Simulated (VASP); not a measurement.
Set up this calculation in VASP 6.6.1, as the native input.

```yaml
Task: single point
Functional: r2SCAN
Potentials_or_basis: VASP PAW PBE potentials, release 64 (C, Cl, F, Pb_d)
Cutoff: 520 eV
k_mesh: 4 × 4 × 2
Occupations: fermi-dirac, width 0.1 eV
Spin: no spin polarisation
Dipole_correction: no
Further_INCAR_settings: ALGO = Normal; EDIFF = 1e-06; NBANDS = 50
```

The system is PbCClF2.

```
CELL_PARAMETERS angstrom
3.00637 2.97111 0.00000
3.00637 -2.97111 0.00000
0.86947 0.00000 -9.49510
ATOMIC_POSITIONS crystal
C 0.63300 0.36700 0.50000
C 0.36700 0.63300 0.50000
Cl 0.27300 0.27300 0.88110
Cl 0.72700 0.72700 0.11890
F 0.78800 0.32800 0.61090
F 0.67200 0.21200 0.38910
F 0.21200 0.67200 0.38910
F 0.32800 0.78800 0.61090
Pb 0.77320 0.77320 0.77700
Pb 0.22680 0.22680 0.22300
```

The input as run:

POSCAR

```
PbCClF2
1.0
    3.0063750000      2.9711050000      0.0000000000
    3.0063750000     -2.9711050000      0.0000000000
    0.8694710000      0.0000000000     -9.4950960000
C Cl F Pb
2 2 4 2
Direct
    0.6330000000      0.3670000000      0.5000000000
    0.3670000000      0.6330000000      0.5000000000
    0.2730000000      0.2730000000      0.8811000000
    0.7270000000      0.7270000000      0.1189000000
    0.7880000000      0.3280000000      0.6109000000
    0.6720000000      0.2120000000      0.3891000000
    0.2120000000      0.6720000000      0.3891000000
    0.3280000000      0.7880000000      0.6109000000
    0.7732000000      0.7732000000      0.7770000000
    0.2268000000      0.2268000000      0.2230000000
```

INCAR.step1

```
SYSTEM = PbCClF2
  PREC = Accurate
  ENCUT = 520
  ISMEAR = -1
  SIGMA = 0.1
  LREAL = .FALSE.
  LASPH = .TRUE.
  NELM = 80
  NBANDS = 50
  GGA = PE
  ALGO = Normal
  EDIFF = 1E-4
  LWAVE = .TRUE.
  LCHARG = .FALSE.
```

INCAR.step2

```
SYSTEM = PbCClF2
  PREC = Accurate
  ENCUT = 520
  EDIFF = 1E-6
  ISMEAR = -1
  SIGMA = 0.1
  LREAL = .FALSE.
  LASPH = .TRUE.
  NELM = 80
  ALGO = Normal
  ISIF = 2
  LWAVE = .FALSE.
  LCHARG = .FALSE.
  METAGGA = R2SCAN
  LMIXTAU = .TRUE.
  NBANDS = 50
  ISTART = 1
```

KPOINTS

```
regular mesh
0
G
  4 4 2
  0 0 0
```

Potentials or basis: VASP PAW PBE potentials, release 64 (C, Cl, F, Pb_d).

Run with:

```sh
$ cat potpaw_PBE.64/C/POTCAR potpaw_PBE.64/Cl/POTCAR potpaw_PBE.64/F/POTCAR potpaw_PBE.64/Pb_d/POTCAR > POTCAR
$ cp INCAR.step1 INCAR
$ mpirun -np 1 vasp_std > vasp.out
$ cp INCAR.step2 INCAR
$ mpirun -np 1 vasp_std > vasp.out
```

It gave:

```json
{
  "Pressure": "9.0 GPa",
  "Largest force": "11.801 eV/Å",
  "Band gap on the k mesh": "zero (bands 39 and 40 overlap by 0.48 eV)"
}
```

Caveat: the k points lie up to 0.37 Å⁻¹ apart; the PAW data sets were made with another functional, which shifts forces and pressure a little; spin-orbit coupling is left out, which moves the levels of the heavy elements.

Run time: 4.5 min on 1 thread of Intel(R) Xeon(R) Platinum 8259CL CPU @ 2.50GHz (Skylake/Cascade Lake), on a shared host, peak memory 0.35 GiB.
